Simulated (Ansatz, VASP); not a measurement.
K in VASP and in Ansatz

Contents of INCAR:

```
SYSTEM = K
PREC = Accurate
ENCUT = 520
EDIFF = 1E-6
ISMEAR = -1
SIGMA = 0.08
LREAL = .FALSE.
LASPH = .TRUE.
NELM = 60
ALGO = Normal
ISIF = 2
LWAVE = .FALSE.
LCHARG = .TRUE.
GGA = PE
LELF = .TRUE.
LVHAR = .TRUE.
NBANDS = 10
```

KPOINTS

```
regular mesh
0
G
  10 10 10
  0 0 0
```

The input POSCAR:

```
K
1.0
    4.2294843695      0.0000000000      0.0000000000
    0.0000000000      4.2294843695      0.0000000000
    0.0000000000      0.0000000000      4.2294843695
K
1
Direct
    0.0000000000      0.0000000000      0.0000000000
```

Input for Ansatz:

```yaml
crystal:
  lattice:
    - [4.2294843695, 0.0, 0.0]
    - [0.0, 4.2294843695, 0.0]
    - [0.0, 0.0, 4.2294843695]
  atoms:
    - { symbol: K, position: [0.0, 0.0, 0.0] }
kpoints:
  mp_grid: { grid: [10, 10, 10] }
scf:
  occupations: { method: fermi_dirac, width: 0.08 }
hamiltonian:
  xc: pbe
  pseudopotentials: { kind: paw }
output:
  forces: true
  stress: true
  eigenvalues: true
  populations: true
  write_density: true
  write_potential: true
  elf: true
  volumetric_format: npy
```

Change from the starting cell: volume scaled by 0.95, PAW files.

Alike in both runs: task single point; functional PBE; k mesh 10 × 10 × 10; occupations fermi-dirac, width 0.08 eV; no spin polarisation.

```csv
,VASP,Ansatz
version,VASP 6.6.1,Ansatz 0.2.0
potentials or method,"VASP PAW PBE potentials, release 64 (K_sv)","PAW with Ansatz's default frozen-core files, scalar-relativistic"
plane-wave cutoff (eV),520,420
valence electrons in the cell,9,9
```

|  | VASP | Ansatz | Ansatz less VASP |
| --- | --- | --- | --- |
| pressure (GPa) | 0.1 | 0.1 | +0.01 |
